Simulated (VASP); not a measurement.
Si2BN:

```
Si B N
1.0
     2.99432    0.00000    0.00000
     0.00000    2.99432    0.00000
     0.00000    0.00000    4.15515
Si B N
2 1 1
Direct
  0.50000 0.50000 0.50000
  0.00000 0.00000 0.00000
  0.00000 0.00000 0.50000
  0.50000 0.50000 0.00000
```

The cell was generated, and may not be a known phase.

```yaml
Program: VASP 6.6.1
Task: relaxation of cell and atoms
Functional: PBE
Potentials_or_basis: VASP PAW PBE potentials, release 64 (Si, B, N)
Cutoff: 600 eV
k_mesh: 16 × 16 × 12
Occupations: gaussian, width 0.1 eV
Spin: no spin polarisation
```

At the start: pressure -1.7 GPa; volume 9.31 Å³/atom.

Question: Where does the relaxation end?

Answer: Over 4 steps the energy falls by 2.7 meV/atom and the volume is 9.25 Å³/atom (-0.7 %); space group P4/mmm (No. 123, to 0.1 Å) before and after.

Step by step:
| step | energy change (eV) | largest force (eV/Å) | pressure (GPa) | volume (Å³) |
| --- | --- | --- | --- | --- |
| 1 | 0.0000 | 0.0000 | -1.69 | 37.25 |
| 2 | -0.0093 | 0.0000 | 1.32 | 36.72 |
| 3 | -0.0094 | 0.0000 | 1.11 | 36.76 |
| 4 | -0.0108 | 0.0000 | -0.05 | 37.01 |

Final structure:
```yaml
crystal:
  lattice:
    - [3.00924, 0.00000, 0.00000]
    - [0.00000, 3.00924, 0.00000]
    - [0.00000, 0.00000, 4.08685]
  atoms:
    - { symbol: Si, position: [0.50000, 0.50000, 0.50000] }
    - { symbol: Si, position: [0.00000, 0.00000, 0.00000] }
    - { symbol: B, position: [0.00000, 0.00000, 0.50000] }
    - { symbol: N, position: [0.50000, 0.50000, 0.00000] }
```
